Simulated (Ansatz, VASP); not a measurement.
**Pt in VASP and in Ansatz**

```
CELL_PARAMETERS angstrom
2.70829 0.00000 0.00000
-1.35415 2.34545 0.00000
0.00000 0.00000 9.35302
ATOMIC_POSITIONS crystal
Pt 0.63490 0.28899 0.37500
Pt 0.63490 0.28899 0.87500
Pt 0.36510 0.71101 0.12500
Pt 0.36510 0.71101 0.62500
```

Change from the starting cell: mode 1 frozen in at -0.026 Å and mode 2 at -0.104 Å (largest displacements).

Alike in both runs: task single point; functional LDA; k mesh 18 × 18 × 6; occupations gaussian, width 0.15 eV; no spin polarisation.

```csv
,VASP,Ansatz
version,VASP 6.6.1,Ansatz 0.2.0
potentials or method,"VASP PAW LDA potentials, release 64 (Pt), cutoff 520 eV","scalar-relativistic, plane waves, PAW"
valence electrons in the cell,40,72
```

```csv
,VASP,Ansatz,Ansatz less VASP
gap on the k mesh at the Fermi level (eV),none,none,-
pressure (GPa),1.8,0.7,-1.04
"traceless stress, the component that is largest in VASP (GPa)",-1.86,-1.92,-0.057
rms of the force components (eV/Å),0.088,0.086,-0.0022
```

Ansatz warns that its potentials were made for another functional, while VASP's fit it. LDA's correlation is that of Perdew and Zunger in VASP and of Perdew and Wang (1992) in Ansatz. Atom by atom the forces differ by 0.003 eV/Å (rms over components). A gap of «none» marks a metal or a gap that the smearing closes. VASP's potentials hold 40 valence electrons a cell and Ansatz's 72, so a difference there can come from the potentials and not from the codes.

Spin-orbit coupling is off throughout.
